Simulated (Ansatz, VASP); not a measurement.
# MoW2: VASP beside Ansatz

```
CELL_PARAMETERS angstrom
2.48277 -4.44739 0.00000
2.48277 4.44739 0.00000
0.00000 0.00000 5.15525
ATOMIC_POSITIONS crystal
Mo 0.50000 0.50000 0.00000
Mo 0.00000 0.00000 0.50000
W 0.50000 0.00000 0.85226
W 0.00000 0.50000 0.64774
W 0.50000 0.00000 0.35226
W 0.00000 0.50000 0.14774
```

Alike in both runs: functional PBE; k mesh 4 × 4 × 4; occupations gaussian, width 0.1 eV; no spin polarisation.

Ansatz relaxed the structure, and its values are those at the end. VASP's run is a single point on that final structure, the one shown.

|  | VASP | Ansatz |
| --- | --- | --- |
| version | VASP 6.6.1 | Ansatz 0.2.0 |
| potentials or method | VASP PAW PBE potentials, release 64 (Mo_sv, W_sv), cutoff 520 eV | scalar-relativistic, plane waves, PAW |
| valence electrons in the cell | 84 | 84 |

|  | VASP | Ansatz | Ansatz less VASP |
| --- | --- | --- | --- |
| gap on the k mesh at the Fermi level (eV) | none | none | - |
| pressure (GPa) | 0.3 | -0.2 | -0.52 |
| rms of the force components (eV/Å) | 0.004 | 0.004 | +0.0004 |

A gap of «none» marks a metal or a gap that the smearing closes. With one functional, cell and mesh, what is left measures potentials, basis and numerics.

The k mesh is coarse, so the values compare programs but aren't converged. Neither program's run includes spin-orbit coupling.
